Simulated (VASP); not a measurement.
Input of a VASP 6.6.1 run:

The input INCAR:

```
PREC     = Accurate       # precision mode
ENCUT    = 520            # plane-wave cutoff, eV
EDIFF    = 1E-7           # SCF threshold, eV
ISMEAR   = 0              # smearing method
SIGMA    = 0.15           # smearing width, eV
LREAL    = F              # projectors in reciprocal space
LASPH    = T              # aspherical terms in the spheres
NELM     = 80             # most SCF steps
ALGO     = Fast           # electronic algorithm
ISIF     = 2              # what is computed and relaxed
LWAVE    = F              # write WAVECAR
LCHARG   = T              # write CHGCAR
GGA      = PE             # functional
LELF     = T              # ELF
LVHAR    = T            
NBANDS   = 14             # bands
```

File KPOINTS:

```
Automatic mesh
0
Gamma
  16 16 16
```

Contents of POSCAR:

```
AlNi
1.0
    3.1114800000      0.0000000000      0.0000000000
    0.0000000000      3.1114800000      0.0000000000
    0.0000000000      0.0000000000      3.1114800000
Al Ni
1 1
Direct
    0.0000000000      0.0000000000      0.0000000000
    0.5000000000      0.5000000000      0.5000000000
```

Potentials or basis: VASP PAW PBE potentials, release 64 (Al, Ni).

Launch:

```sh
$ cat potpaw_PBE.64/Al/POTCAR potpaw_PBE.64/Ni/POTCAR > POTCAR
$ mpirun -np 1 vasp_std > vasp.out
```

Q: Predict the pressure.

A: -21.4 GPa.

Caveat: the cell differs from its parent crystal (strain +0.080 along x and y, +0.080 along z). Spin polarisation is off, so any magnetic state and its effect on volume and gap are missing.
